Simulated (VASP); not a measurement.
## Se: single point with RPBE

Se:

```
CELL_PARAMETERS angstrom
0.00000 2.24739 2.24739
2.24739 0.00000 2.24739
2.24739 2.24739 0.00000
ATOMIC_POSITIONS crystal
Se 0.00000 0.00000 0.00000
```

This isn't the form of Se at room conditions, which is trigonal, of chains.

```
Program             : VASP 6.6.1
Task                : single point
Functional          : RPBE
Potentials or basis : VASP PAW PBE potentials, release 64 (Se)
Cutoff              : 520 eV
k mesh              : 14 × 14 × 14
Occupations         : fermi-dirac, width 0.1 eV
Spin                : no spin polarisation
```

- Pressure: -3.9 GPa
- Band gap on the k mesh: zero (bands 3 and 4 overlap by 4.28 eV)

Levels at points of the mesh, in eV from the Fermi level:
```
           k point  band 1  band 2  band 3  band 4  band 5  band 6  band 7  band 8
(0.00, 0.00, 0.00)  -15.12    2.51    2.51    2.51    9.88   11.82   11.82   11.82
(0.50, 0.00, 0.00)  -12.51   -5.82    1.45    1.45    8.14   11.02   11.02   13.97
(0.50, 0.50, 0.00)  -11.54   -5.08   -0.70   -0.70    5.25    6.25   21.47   21.51
```

It took 13 s on 1 thread of Intel Xeon 8259CL, on a shared host, peak memory 0.15 GiB.

Caveat: the cell stands under tension; the PAW data sets were made with another functional, which shifts forces and pressure a little.
